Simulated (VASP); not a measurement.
# PtSe (P-6m2) in VASP: notebook, part 2 of 2

VASP 6.6.1. Earlier steps stand in the parts before.

## (3) Single point, PBE

This run uses another cell than the first one, of 21.44 Å³/atom, 1.020 times its volume.

The input, INCAR:

```
SYSTEM = PtSe
PREC     = Accurate       ! precision mode
ENCUT    = 520            ! plane-wave cutoff, eV
EDIFF    = 1E-6           ! SCF threshold, eV
ISMEAR   = -1             ! smearing method
SIGMA    = 0.05           ! smearing width, eV
LREAL    = .False.        ! projectors in reciprocal space
LASPH    = .True.         ! aspherical terms in the spheres
NELM     = 80             ! most SCF steps
ALGO     = Normal         ! electronic algorithm
ISIF     = 2              ! what is computed and relaxed
LWAVE    = .False.        ! write WAVECAR
LCHARG   = .True.         ! write CHGCAR
GGA      = PE             ! functional
LELF     = .True.         ! ELF
LVHAR    = .True.       
NBANDS   = 15             ! bands
```

The input, KPOINTS:

```
Automatic mesh
0
Gamma
  8 8 7
  0 0 0
```

The input, POSCAR:

```
PtSe
1.0
    3.7018703300      0.0000000000      0.0000000000
   -1.8509351600      3.2059137500      0.0000000000
    0.0000000000      0.0000000000      3.6128420300
Pt Se
1 1
Direct
    0.0000000000      0.0000000000      0.0000000000
    0.6666666667      0.3333333333      0.5000000000
```

Potentials or basis: VASP PAW PBE potentials, release 64 (Pt, Se).

Command:

```
> cat potpaw_PBE.64/Pt/POTCAR potpaw_PBE.64/Se/POTCAR > POTCAR
> mpirun -np 1 vasp_std > vasp.out
```

OUTCAR:

```text
SYSTEM = PtSe
   PREC = Accurate
   ENCUT = 520
   EDIFF = 1E-6
   ISMEAR = -1
   LREAL = .False.
   LASPH = .True.
   NELM = 80
   ISIF = 2
   GGA = PE

 ion  position               nearest neighbor table
   1  0.000  0.000  0.000-   2 2.80   2 2.80   2 2.80   2 2.80   2 2.80   2 2.80
   2  0.667  0.333  0.500-   1 2.80   1 2.80   1 2.80   1 2.80   1 2.80   1 2.80

  LATTYP: Found a hexagonal cell.
 ALAT       =     3.7018703300
 C/A-ratio  =     0.9759504542

  Lattice vectors:

 A1 = (   3.7018703300,   0.0000000000,   0.0000000000)
 A2 = (  -1.8509351600,   3.2059137500,   0.0000000000)
 A3 = (   0.0000000000,   0.0000000000,   3.6128420300)

Analysis of symmetry for initial positions (statically):
=====================================================================
 Subroutine PRICEL returns:
 Original cell was already a primitive cell.

 Routine SETGRP: Setting up the symmetry group for a
 hexagonal supercell.

 Subroutine GETGRP returns: Found 12 space group operations
 (whereof 12 operations were pure point group operations)
[... 167 lines left out ...]
 cond. band min:       5.7534789265   @ k =   0.2500   0.0000   0.0000
 fundamental gap:      0.0399236582
 Fermi energy:         5.7202506819

 k-point     1 :       0.0000    0.0000    0.0000
  band No.  band energies     occupation
      1      -8.7322      2.00000
      2       2.1634      2.00000
      3       2.1634      2.00000
      4       2.3457      2.00000
      5       3.7064      2.00000
      6       3.7277      2.00000
      7       3.7277      2.00000
      8       5.6389      1.67137
      9       6.3389      0.00001
     10       6.3389      0.00001
     11      13.1158      0.00000
     12      13.4862      0.00000
     13      13.4862      0.00000
     14      18.4660      0.00000
[... 401 lines left out ...]
      2       0.0944      2.00000
      3       1.1747      2.00000
      4       1.9004      2.00000
      5       3.2418      2.00000
      6       3.9700      2.00000
      7       4.1389      2.00000
      8       5.1413      1.99998
      9       6.2627      0.00004
     10       8.6120      0.00000
     11      11.3337      0.00000
     12      14.2817      0.00000
     13      14.4202      0.00000
     14      16.9183      0.00000
     15      18.9557      0.00000

 [... further k-points ...]
[... 5 lines left out ...]
  --------------------------------------------------------------------------------------
  -------------------------------------------------------------------------------------
  Total       -2.6501718     -2.6501718     -3.9628011     -0.0000000     -0.0000000      0.0000000
  in kB      -99.0290489    -99.0290490   -148.0781053     -0.0000002     -0.0000000      0.0000000
  external PRESSURE =    -115.3787344 kB  Pullay stress =       0.0000000 kB

 VOLUME and BASIS-vectors are now :
 -----------------------------------------------------------------------------
  energy-cutoff  :      520.00
  volume of cell :       42.88
      direct lattice vectors                 reciprocal lattice vectors
     3.701870330  0.000000000  0.000000000     0.270133719  0.155961775  0.000000000
    -1.850935160  3.205913750  0.000000000     0.000000000  0.311923551  0.000000000
     0.000000000  0.000000000  3.612842030     0.000000000  0.000000000  0.276790403

 POSITION                                       TOTAL-FORCE (eV/Angst)
 -----------------------------------------------------------------------------------
      0.00000      0.00000      0.00000         0.000000      0.000000      0.000000
      1.85094      1.06864      1.80642        -0.000000      0.000000      0.000000
 -----------------------------------------------------------------------------------
    total drift:                               -0.000000      0.000000      0.000000

  FREE ENERGIE OF THE ION-ELECTRON SYSTEM (eV)
  ---------------------------------------------------
  free  energy   TOTEN  =        -8.9887538011 eV

  energy  without entropy=       -8.9784686756  energy(sigma->0) =       -8.98361124
```

stdout:

```text
POSCAR found type information on POSCAR PtSe
 POSCAR found :  2 types and       2 ions
 scaLAPACK will be used
 LDA part: xc-table for (Slater+PW92), standard interpolation
 POSCAR, INCAR and KPOINTS ok, starting setup
 FFT: planning ... GRIDC
 FFT: planning ... GRID_SOFT
 FFT: planning ... GRID
 WAVECAR not read
 entering main loop
```

It took 25 s on 1 thread of Intel Xeon Platinum 8259CL at 2.50GHz (Skylake/Cascade Lake), shared host; peak memory 0.17 GiB.

Results:

```
Free energy            : -8.9888 eV
Pressure               : -11.5 GPa
Band gap on the k mesh : zero (band 8 reaches 6.41 eV, above the bottom of band 9 at 5.56 eV)
```

Caveat: spin-orbit coupling is left out, which moves the levels of the heavy elements.

## (4) Single point, PBE

This run uses another cell than the first one, of 21.87 Å³/atom, 1.041 times its volume.

The input, INCAR:

```
ALGO = Normal
EDIFF = 1E-7
ENCUT = 520
GGA = PE
ISIF = 2
ISMEAR = -1
LASPH = T
LCHARG = F
LREAL = F
LWAVE = F
NBANDS = 15
NELM = 100
PREC = Accurate
SIGMA = 0.05
```

The input, KPOINTS:

```
k-points
0
Gamma
  8 8 7
```

The input, POSCAR:

```
PtSe
1.0
    3.7263867420      0.0000000000      0.0000000000
   -1.8631933660      3.2271455856      0.0000000000
    0.0000000000      0.0000000000      3.6367688335
Pt Se
1 1
Direct
    0.0000000000      0.0000000000      0.0000000000
    0.6666666667      0.3333333333      0.5000000000
```

Command:

```
> cat potpaw_PBE.64/Pt/POTCAR potpaw_PBE.64/Se/POTCAR > POTCAR
> mpirun -np 1 vasp_std > vasp.out
```

Run time: 31 s. Hardware: 1 thread of Intel Xeon Platinum 8259CL at 2.50GHz (Skylake/Cascade Lake), shared host; peak memory 0.17 GiB.

It converged, with:

* Free energy: -8.9241 eV
* Pressure: -12.7 GPa
* Band gap on the k mesh: zero (band 8 reaches 6.13 eV, above the bottom of band 9 at 5.31 eV)

Stress tensor (GPa, compression positive):
```
-10.97   0.00   0.00
  0.00 -10.97   0.00
  0.00   0.00 -16.14
```

Levels at points of the mesh, in eV from the Fermi level:
| k point | band 6 | band 7 | band 8 | band 9 | band 10 | band 11 |
| --- | --- | --- | --- | --- | --- | --- |
| (0.00, 0.00, 0.00) | -1.93 | -1.93 | -0.14 | 0.60 | 0.60 | 7.42 |
| (0.50, 0.00, 0.00) | -2.09 | -1.22 | -1.07 | 1.19 | 2.66 | 5.95 |

Caveat: spin-orbit coupling is left out, which moves the levels of the heavy elements.

## (5) Single point, PBE

This run uses another cell than the first one, of 22.30 Å³/atom, 1.061 times its volume.

The input, INCAR:

```
SYSTEM = PtSe
PREC     = Accurate       ! precision mode
ENCUT    = 520            ! plane-wave cutoff, eV
EDIFF    = 1E-6           ! SCF threshold, eV
ISMEAR   = -1             ! smearing method
SIGMA    = 0.05           ! smearing width, eV
LREAL    = .False.        ! projectors in reciprocal space
LASPH    = .True.         ! aspherical terms in the spheres
NELM     = 80             ! most SCF steps
ALGO     = Normal         ! electronic algorithm
ISIF     = 2              ! what is computed and relaxed
LWAVE    = .False.        ! write WAVECAR
LCHARG   = .False.        ! write CHGCAR
GGA      = PE             ! functional
NBANDS   = 15             ! bands
```

The input, KPOINTS:

```
regular mesh
0
Gamma
  8 8 7
  0 0 0
```

The input, POSCAR:

```
PtSe
1.0
    3.7505847366      0.0000000000      0.0000000000
   -1.8752923632      3.2481016636      0.0000000000
    0.0000000000      0.0000000000      3.6603848772
Pt Se
1 1
Direct
    0.0000000000      0.0000000000      0.0000000000
    0.6666666667      0.3333333333      0.5000000000
```

Command:

```
> cat potpaw_PBE.64/Pt/POTCAR potpaw_PBE.64/Se/POTCAR > POTCAR
> mpirun -np 1 vasp_std > vasp.out
```

It took 29 s on 1 thread of Intel Xeon Platinum 8259CL at 2.50GHz (Skylake/Cascade Lake), shared host; peak memory 0.17 GiB.

The run converged. Its results:

```
Free energy            : -8.8537 eV
Pressure               : -13.7 GPa
Band gap on the k mesh : zero (band 8 reaches 5.87 eV, above the bottom of band 9 at 5.08 eV)
```

Stress tensor (GPa, compression positive):
```
-11.88   0.00   0.00
  0.00 -11.88   0.00
  0.00   0.00 -17.27
```

Levels at points of the mesh, in eV from the Fermi level:
| k point | band 6 | band 7 | band 8 | band 9 | band 10 | band 11 |
| --- | --- | --- | --- | --- | --- | --- |
| (0.00, 0.00, 0.00) | -1.87 | -1.87 | -0.19 | 0.58 | 0.58 | 7.44 |
| (0.50, 0.00, 0.00) | -2.03 | -1.19 | -1.04 | 1.16 | 2.63 | 5.91 |

Caveat: spin-orbit coupling is left out, which moves the levels of the heavy elements.

## (6) Overview

```tsv
cell	gap on the mesh (eV)	pressure (GPa)
a = 3.677, b = 3.677, c = 3.589 Å, angles 90.0, 90.0, 120.0°, 2 atoms	none	-10.2
a = 3.702, b = 3.702, c = 3.613 Å, angles 90.0, 90.0, 120.0°, 2 atoms	none	-11.5
a = 3.726, b = 3.726, c = 3.637 Å, angles 90.0, 90.0, 120.0°, 2 atoms	none	-12.7
a = 3.751, b = 3.751, c = 3.660 Å, angles 90.0, 90.0, 120.0°, 2 atoms	none	-13.7
```

Alike in all rows: task single point; level PBE; potentials or basis VASP PAW PBE potentials, release 64 (Pt, Se); no spin polarisation; k mesh 8 × 8 × 7; cutoff (eV) 520; smearing fermi-dirac 0.05 eV.

Caveats: spin-orbit coupling is left out, which moves the levels of the heavy elements.

Absolute energies hang on the potentials; compare differences alone.
